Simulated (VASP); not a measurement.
A run of VASP 6.6.1 is set up as follows.

Contents of INCAR:

```
ALGO = Normal
EDIFF = 1E-6
ENCUT = 520
GGA = PS
ISIF = 2
ISMEAR = 0
LASPH = True
LCHARG = False
LREAL = False
LWAVE = False
NBANDS = 16
NELM = 80
PREC = Accurate
SIGMA = 0.15
```

File KPOINTS:

```
k-points
0
Gamma
  18 18 18
```

POSCAR

```
WC
1.0
    0.0000000000      2.0172692800      2.3680987200
    2.0172692800      0.0000000000      2.3680987200
    2.0172692800      2.0172692800      0.0000000000
W C
1 1
Direct
    0.0000000000      0.0000000000      0.0000000000
    0.5000000000      0.5000000000      0.5000000000
```

Potentials or basis: VASP PAW PBE potentials, release 64 (W_sv, C).

The run is started by

```console
$ cat potpaw_PBE.64/W_sv/POTCAR potpaw_PBE.64/C/POTCAR > POTCAR
$ mpirun -np 1 vasp_std > vasp.out
```

**Question.** Estimate the band gap on the k mesh.

**Answer.** Zero (band 9 reaches 14.91 eV, above the bottom of band 10 at 11.26 eV).

**Question.** Predict the pressure.

**Answer.** 52.6 GPa.

Stress tensor (GPa, compression positive):
```
 87.73   0.00   0.00
  0.00  87.73   0.00
  0.00   0.00 -17.72
```

Caveat: the cell differs from its parent crystal (strain -0.080 along x and y, +0.080 along z); the PAW data sets were made with another functional, which shifts forces and pressure a little; spin-orbit coupling is left out, which moves the levels of the heavy elements.
